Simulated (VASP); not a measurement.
Set up this calculation in VASP 6.6.1, as the native input.

```
Task                   : relaxation of cell and atoms
Functional             : PBE
Potentials or basis    : VASP PAW PBE potentials, release 64 (Ga_d)
Cutoff                 : 600 eV
k mesh                 : 17 × 17 × 17
Occupations            : fermi-dirac, width 0.05 eV
Spin                   : no spin polarisation
Dipole correction      : no
Further INCAR settings : ALGO = Normal; EDIFF = 1e-07; IBRION = 2; EDIFFG = -0.005; NSW = 45; ISIF = 3
```

The structure of Ga lies in POSCAR:

```
Ga
1.0
   -1.6874213947      1.6874213947      1.6874213947
    1.6874213947     -1.6874213947      1.6874213947
    1.6874213947      1.6874213947     -1.6874213947
Ga
1
Direct
    0.0000000000      0.0000000000      0.0000000000
```

One way to write it, as run:

INCAR

```
SYSTEM = Ga
PREC = Accurate ; ENCUT = 600
EDIFF = 1E-7 ; ISMEAR = -1
SIGMA = 0.05 ; LREAL = .FALSE.
LASPH = .TRUE. ; NELM = 60
ALGO = Normal ; ISIF = 3
LWAVE = .FALSE. ; LCHARG = .FALSE.
GGA = PE ; IBRION = 2
NSW = 45 ; EDIFFG = -0.005
```

KPOINTS

```
regular mesh
0
G
  17 17 17
  0 0 0
```

Potentials or basis: VASP PAW PBE potentials, release 64 (Ga_d).

The run is started by

```bash
$ cat potpaw_PBE.64/Ga_d/POTCAR > POTCAR
$ mpirun -np 1 vasp_std > vasp.out
```

It gave:

| Quantity | Value |
| --- | --- |
| Relaxed volume | 19.23 Å³/atom |
| Relaxed cell | a = 2.923 Å, b = 2.923 Å, c = 2.923 Å, α = 109.47°, β = 109.47°, γ = 109.47° |
| Space group after relaxing (to 0.05 Å) | Im-3m (No. 229) |
| Energy gained by relaxing | 0.0 meV/atom |
| Ionic steps | 2 |
| Pressure after relaxing | 0.0 GPa |

It took 12 s on 1 thread of Intel(R) Xeon(R) 6975P-C (Granite Rapids), on a shared host, peak memory 0.17 GiB.
